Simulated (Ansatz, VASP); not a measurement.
MnO2 in VASP and in Ansatz

Contents of INCAR:

```
SYSTEM = MnO2
ALGO = Normal
EDIFF = 1E-7
ENCUT = 520
GGA = PS
ISIF = 2
ISMEAR = -1
ISPIN = 2
LASPH = .True.
LCHARG = .False.
LMAXMIX = 4
LORBIT = 11
LREAL = .False.
LWAVE = .False.
MAGMOM = 4 0 0
NBANDS = 24
NELM = 150
PREC = Accurate
SIGMA = 0.05
```

File KPOINTS:

```
k-points
0
Gamma
  11 11 6
  0 0 0
```

Contents of POSCAR:

```
MnO2
1.0
    2.7982643040      0.0000000000      0.0000000000
   -1.3991321520      2.4233679738      0.0000000000
    0.0000000000      0.0000000000      4.5074421091
Mn O
1 2
Direct
    0.0000000000      0.0000000000      0.5000000000
    0.3333333333      0.6666666667      0.7062925700
    0.6666666667      0.3333333333      0.2937074300
```

input.yaml

```yaml
crystal:
  lattice:
    - [2.798264304, 0.0, 0.0]
    - [-1.399132152, 2.4233679738, 0.0]
    - [0.0, 0.0, 4.5074421091]
  atoms:
    - { symbol: Mn, position: [0.0, 0.0, 0.5], spin: 4.0 }
    - { symbol: O, position: [0.3333333333, 0.6666666667, 0.70629257] }
    - { symbol: O, position: [0.6666666667, 0.3333333333, 0.29370743] }
hamiltonian:
  xc: pbesol
  pseudopotentials: { kind: paw }
magnetization:
  spin_polarized: true
kpoints:
  mp_grid: { grid: [11, 11, 6] }
scf:
  occupations: { method: fermi_dirac, width: 0.05 }
output:
  forces: true
  stress: true
  eigenvalues: true
  write_density: true
  write_potential: true
  elf: true
  volumetric_format: npy
```

Alike in both runs: task single point; functional PBEsol; k mesh 11 × 11 × 6; occupations fermi-dirac, width 0.05 eV; collinear spin.

```csv
,VASP,Ansatz
version,VASP 6.6.1,Ansatz 0.2.0
potentials or method,"VASP PAW PBE potentials, release 64 (Mn_pv, O)",Ansatz PAW
plane-wave cutoff (eV),520,420
valence electrons in the cell,25,27
```

VASP gave:

* gap on the k mesh at the Fermi level (eV): 0.46
* least direct gap on the mesh (eV): 0.50
* pressure (GPa): 12.9
* traceless stress, the component that is largest in VASP (GPa): -2.88
* rms of the force components (eV/Å): 0.424
* net moment per atom (μB): 1.00
* size of the moment on the site where the two differ most (μB): 2.78

Which values does Ansatz return?

gap on the k mesh at the Fermi level (eV): 0.49; least direct gap on the mesh (eV): 0.53; pressure (GPa): 11.8; traceless stress, the component that is largest in VASP (GPa): -2.40; rms of the force components (eV/Å): 0.377; net moment per atom (μB): 1.00; size of the moment on the site where the two differ most (μB): 2.41.

VASP's potentials were made for PBE, not for PBEsol. Site moments also hang on the region over which each program counts them. Atom by atom the forces differ by 0.046 eV/Å (rms over components). The functional is the same, so the differences come from potentials, cutoffs and numerics. VASP's potentials hold 25 valence electrons a cell and Ansatz's 27, so a difference there can come from the potentials and not from the codes.

Noted on Ansatz's run: odd divisions of the mesh miss points on the zone boundary, where band edges often lie, so the gap on the mesh can be too wide.
